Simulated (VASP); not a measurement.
A run of VASP 6.6.1:

The input INCAR:

```
  PREC = Accurate
  ENCUT = 520
  EDIFF = 1E-6
  ISMEAR = 0
  SIGMA = 0.1
  LREAL = F
  LASPH = T
  NELM = 80
  ALGO = Normal
  ISIF = 2
  LWAVE = F
  LCHARG = F
  GGA = PS
  NBANDS = 23
```

File KPOINTS:

```
Automatic mesh
0
Gamma
  8 8 4
```

The input POSCAR:

```
HfN
1.0
    3.1339080200      0.0000000000      0.0000000000
   -1.5669540100      2.7140439600      0.0000000000
    0.0000000000      0.0000000000      5.4167677200
Hf N
2 2
Direct
    0.6666666667      0.3333333333      0.7500000000
    0.3333333333      0.6666666667      0.2500000000
    0.0000000000      0.0000000000      0.0000000000
    0.0000000000      0.0000000000      0.5000000000
```

Potentials or basis: VASP PAW PBE potentials, release 64 (Hf_pv, N).

Command:

```sh
$ cat potpaw_PBE.64/Hf_pv/POTCAR potpaw_PBE.64/N/POTCAR > POTCAR
$ mpirun -np 1 vasp_std > vasp.out
```

Hardware: 1 thread of Intel(R) Xeon(R) Platinum 8375C CPU @ 2.90GHz (Ice Lake), on a shared host.

Q: Estimate the wall time of this run.

A: Run time: 34 s on 1 thread of Intel(R) Xeon(R) Platinum 8375C CPU @ 2.90GHz (Ice Lake), with other jobs on the host, peak memory 0.17 GiB. Counts: scf iterations 13, k points 30.
